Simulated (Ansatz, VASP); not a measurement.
## Two plane-wave programs on ZnS

File INCAR:

```
SYSTEM = ZnS
ALGO = Normal ; EDIFF = 1E-7
ENCUT = 520 ; GGA = PE
ISIF = 2 ; ISMEAR = 0
LASPH = .TRUE. ; LCHARG = .FALSE.
LREAL = .FALSE. ; LWAVE = .FALSE.
NBANDS = 16 ; NELM = 100
PREC = Accurate ; SIGMA = 0.05
```

The input KPOINTS:

```
k-points
0
G
  10 10 10
  0 0 0
```

The input POSCAR:

```
ZnS
1.0
    0.0000000000      2.7046500000      2.5964640000
    2.7046500000      0.0000000000      2.5964640000
    2.7046500000      2.7046500000      0.0000000000
Zn S
1 1
Direct
    0.0000000000      0.0000000000      0.0000000000
    0.7500000000      0.7500000000      0.7500000000
```

Input for Ansatz:

```yaml
crystal:
  lattice:
    - [0.0, 2.70465, 2.596464]
    - [2.70465, 0.0, 2.596464]
    - [2.70465, 2.70465, 0.0]
  atoms:
    - { symbol: Zn, position: [0.0, 0.0, 0.0] }
    - { symbol: S, position: [0.75, 0.75, 0.75] }
basis:
  ecutwfc: 420
kpoints:
  mp_grid: { grid: [10, 10, 10] }
hamiltonian:
  xc: pbe
scf:
  occupations: { method: gaussian, width: 0.05 }
output:
  forces: true
  stress: true
  eigenvalues: true
```

Change from the starting cell: strain +0.000 along x and y, -0.040 along z, atoms carried along.

Alike in both runs: task single point; functional PBE; k mesh 10 × 10 × 10; occupations gaussian, width 0.05 eV; no spin polarisation.

|  | VASP | Ansatz |
| --- | --- | --- |
| version | VASP 6.6.1 | Ansatz 0.2.0 |
| potentials or method | VASP PAW PBE potentials, release 64 (Zn, S), cutoff 520 eV | scalar-relativistic, plane waves, PAW |
| valence electrons in the cell | 18 | 18 |

VASP gave:

* gap on the k mesh at the Fermi level (eV): 2.19
* least direct gap on the mesh (eV): 2.19
* pressure (GPa): 4.9
* traceless stress, the component that is largest in VASP (GPa): 0.96

Task: Which values does Ansatz return?

Result: gap on the k mesh at the Fermi level (eV): 2.18; least direct gap on the mesh (eV): 2.18; pressure (GPa): 4.7; traceless stress, the component that is largest in VASP (GPa): 0.97.

With one functional, cell and mesh, what is left measures potentials, basis and numerics.
